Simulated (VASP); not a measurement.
TiS2, 3 atoms in the cell. It takes space group P-3m1 (No. 164, trigonal). The conventional cell has a = 3.608 Å, b = 3.608 Å, c = 5.739 Å, α = 90.00°, β = 90.00°, γ = 120.00°. Ti (site symmetry -3m) has 6 S at 2.47 Å within 3.3 Å. S (site symmetry 3m) has 3 Ti at 2.47 Å and 3 S at 3.38 Å within 3.4 Å.  This cell differs from its parent crystal: biaxial xy strain +5.8%.

| Quantity | Value |
| --- | --- |
| Program | VASP 6.6.1 |
| Task | single point |
| Functional | HSE06 |
| Potentials or basis | VASP PAW PBE potentials, release 64 (Ti_sv, S) |
| Cutoff | 400 eV |
| k mesh | 6 × 6 × 4 |
| Occupations | gaussian, width 0.01 eV |
| Spin | no spin polarisation |
| Dipole correction | no |
| Grid for exact exchange (PRECFOCK) | Normal |
| Further INCAR settings | ALGO = Normal; EDIFF = 1e-06; NBANDS = 19 |
| Share of exact exchange | 0.25 |
| Screening parameter | 0.2079 1/Å |

Potentials or basis: VASP PAW PBE potentials, release 64 (Ti_sv, S).

Run with:

```console
$ cat potpaw_PBE.64/Ti_sv/POTCAR potpaw_PBE.64/S/POTCAR > POTCAR
$ cp INCAR.step1 INCAR
$ mpirun -np 1 vasp_std > vasp.out
$ cp INCAR.step2 INCAR
$ mpirun -np 1 vasp_std > vasp.out
```

Hardware: 1 thread of Intel(R) Xeon(R) Platinum 8259CL CPU @ 2.50GHz (Skylake/Cascade Lake), with other jobs on the host.

Q: Estimate the wall time of this run.

A: Wall time 88 min on 1 thread of Intel(R) Xeon(R) Platinum 8259CL CPU @ 2.50GHz (Skylake/Cascade Lake), on a shared host, peak memory 0.28 GiB. Counts: k points 24.
